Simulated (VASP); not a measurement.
Wanted: the native input for a VASP 6.6.1 run.

| Item | Value |
| --- | --- |
| Task | relaxation of cell and atoms |
| Functional | PBE |
| Potentials or basis | VASP PAW PBE potentials, release 64 (Ga_d, S) |
| Cutoff | 600 eV |
| k mesh | 8 × 8 × 8 |
| Occupations | gaussian, width 0.1 eV |
| Spin | no spin polarisation |
| Dipole correction | no |
| Further INCAR settings | ALGO = Normal; EDIFF = 1e-06; IBRION = 2; EDIFFG = -0.01; NSW = 100; ISIF = 3 |

The structure of Ga3S2 lies in POSCAR:

```
Ga3S2
1.0
    5.0340652856      0.0000000000      0.0000000000
    0.0000000000      5.0340652856      0.0000000000
    0.0000000000      0.0000000000      5.0340652856
Ga S
3 2
Direct
    0.0000000000      0.5000000000      0.5000000000
    0.5000000000      0.0000000000      0.5000000000
    0.5000000000      0.5000000000      0.0000000000
    0.5000000000      0.5000000000      0.5000000000
    0.0000000000      0.0000000000      0.0000000000
```

The cell was built from a structure type or drawn by symmetry, and may not be a known phase.

These files were run (other wordings do the same):

INCAR

```
PREC = Accurate
ENCUT = 600
EDIFF = 1E-6
ISMEAR = 0
SIGMA = 0.1
LREAL = F
LASPH = T
NELM = 60
ALGO = Normal
ISIF = 3
LWAVE = F
LCHARG = F
GGA = PE
IBRION = 2
NSW = 100
EDIFFG = -0.01
```

KPOINTS

```
Automatic mesh
0
Gamma
  8 8 8
```

Potentials or basis: VASP PAW PBE potentials, release 64 (Ga_d, S).

Launch:

```sh
$ cat potpaw_PBE.64/Ga_d/POTCAR potpaw_PBE.64/S/POTCAR > POTCAR
$ mpirun -np 1 vasp_std > vasp.out
```

Results of the run:

* Pressure after relaxing: 0.0 GPa
* Band gap on the k mesh: zero (an odd number of electrons rules out a gap without spin polarisation)

Caveat: the relaxation stopped at its first step, so nothing moved.

Run time: 3.5 min on 1 thread of Intel Xeon 8259CL (shared host), peak memory 0.31 GiB.
